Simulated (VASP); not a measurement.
AlN: single point with LDA

AlN:

```
Al N
1.0
     0.00000    1.97800    1.95822
     1.97800    0.00000    1.95822
     1.97800    1.97800    0.00000
Al N
1 1
Direct
  0.00000 0.00000 0.00000
  0.50000 0.50000 0.50000
```

This cell differs from its parent crystal: zz strain of -1 %.

```json
{"Program": "VASP 6.6.1", "Task": "single point", "Functional": "LDA", "Potentials or basis": "VASP PAW LDA potentials, release 64 (Al, N)", "Cutoff": "520 eV", "k mesh": "10 × 10 × 10", "Occupations": "fermi-dirac, width 0.02 eV", "Spin": "no spin polarisation", "Dipole correction": "no", "Further INCAR settings": "ALGO = Normal; EDIFF = 1e-06; NBANDS = 11"}
```

```yaml
Pressure: 16.7 GPa
Band_gap_on_the_k_mesh: 4.96 eV, indirect (least direct gap 6.88 eV)
```

Stress tensor (GPa, compression positive):
```
15.22  0.00  0.00
 0.00 15.22  0.00
 0.00  0.00 19.53
```

Levels at points of the mesh, in eV from the valence-band top:
```
           k point  band 2  band 3  band 4  band 5  band 6  band 7
(0.00, 0.00, 0.00)   -0.07    0.00    0.00    6.88   12.18   12.18
(0.50, 0.00, 0.00)   -8.87   -1.28   -1.23    6.59   11.28   11.53
(0.50, 0.50, 0.00)   -7.92   -3.09   -3.09    4.96    5.12   14.89
(0.50, 0.00, 0.50)   -7.98   -3.08   -2.95    5.06    5.22   14.76
```

Wall time 4.7 s on 1 thread of Intel(R) Xeon(R) 6975P-C (Granite Rapids), on a shared host, peak memory 0.13 GiB.

Caveat: the cell differs from its parent crystal (zz strain of -1 %). A k mesh can miss the band edges.
